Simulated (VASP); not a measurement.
# CdSe: relaxation of the atoms with PBEsol

CdSe:

```
CELL_PARAMETERS angstrom
0.00000 2.94984 3.16902
2.94984 0.00000 3.16902
2.94984 2.94984 0.00000
ATOMIC_POSITIONS crystal
Cd 0.00000 0.00000 0.00000
Se 0.25000 0.25000 0.25000
```

This cell differs from its parent crystal: strained cell.

```json
{
 "Program": "VASP 6.6.1",
 "Task": "relaxation of the atoms",
 "Functional": "PBEsol",
 "Potentials or basis": "VASP PAW PBE potentials, release 64 (Cd, Se)",
 "Cutoff": "450 eV",
 "k mesh": "8 × 8 × 8",
 "Occupations": "gaussian, width 0.02 eV",
 "Spin": "no spin polarisation",
 "Dipole correction": "no",
 "Further INCAR settings": "ALGO = Normal; EDIFF = 1e-07; IBRION = 2; EDIFFG = -0.002; NSW = 60"
}
```

```
Pressure after relaxing : 1.2 GPa
Band gap on the k mesh  : 0.42 eV
```

Stress tensor (GPa, compression positive):
```
1.63 0.00 0.00
0.00 1.63 0.00
0.00 0.00 0.25
```

Final structure:
```
Cd Se
1.0
     0.00000    2.94984    3.16902
     2.94984    0.00000    3.16902
     2.94984    2.94984    0.00000
Cd Se
1 1
Direct
  0.00000 0.00000 0.00000
  0.25000 0.25000 0.25000
```

Levels at points of the mesh, in eV from the valence-band top:
```tsv
k point	band 5	band 6	band 7	band 8	band 9	band 10	band 11	band 12	band 13
(0.00, 0.00, 0.00)	-7.67	-7.65	-0.26	0.00	0.00	0.42	5.80	5.80	5.81
(0.50, 0.00, 0.00)	-7.63	-7.36	-4.63	-1.04	-0.69	2.18	6.09	6.56	7.27
(0.50, 0.50, 0.00)	-7.60	-7.37	-4.57	-1.81	-1.81	3.06	4.01	8.54	10.22
(0.50, 0.00, 0.50)	-7.60	-7.25	-4.15	-2.17	-2.06	2.81	3.41	9.18	9.63
```

Wall time 64 s on 1 thread of Oxide Virtual Turin-like Processor (shared host), peak memory 0.15 GiB.

Caveat: the cell differs from its parent crystal (strained cell); semilocal functionals underestimate gaps, and a narrow one can read as zero; the PAW data sets were made with another functional, which shifts forces and pressure a little.
